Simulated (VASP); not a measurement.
Input of a VASP 6.6.1 run:

The input INCAR:

```
SYSTEM = NiO
PREC = Accurate
ENCUT = 700
EDIFF = 1E-6
ISMEAR = -1
SIGMA = 0.05
LREAL = .FALSE.
LASPH = .TRUE.
NELM = 200
ALGO = Normal
ISIF = 2
LWAVE = .FALSE.
LCHARG = .FALSE.
ISPIN = 2
MAGMOM = 2 0
LORBIT = 11
NUPDOWN = 2.0
LMAXMIX = 4
GGA = PE
NBANDS = 23
GGA_COMPAT = .FALSE.
```

File KPOINTS:

```
Automatic mesh
0
G
  9 9 9
  0 0 0
```

POSCAR

```
NiO
1.0
    2.5046153800      0.0000000000      0.0000000000
    0.0000000000      2.5046153800      0.0000000000
    0.0000000000      0.0000000000      2.5046153800
Ni O
1 1
Direct
    0.0000000000      0.0000000000      0.0000000000
    0.5000000000      0.5000000000      0.5000000000
```

Potentials or basis: VASP PAW PBE potentials, release 64 (Ni_sv_GW, O).

Run with:

```sh
$ cat potpaw_PBE.64/Ni_sv_GW/POTCAR potpaw_PBE.64/O/POTCAR > POTCAR
$ mpirun -np 1 vasp_std > vasp.out
```

Problem. Estimate the pressure.

Solution. 32.2 GPa.

Caveat: the cell stands under pressure; the total moment is fixed, so each spin has its own Fermi level and the state may be an excited one; a cell with one magnetic atom can't hold antiferromagnetic order, which such compounds often take.
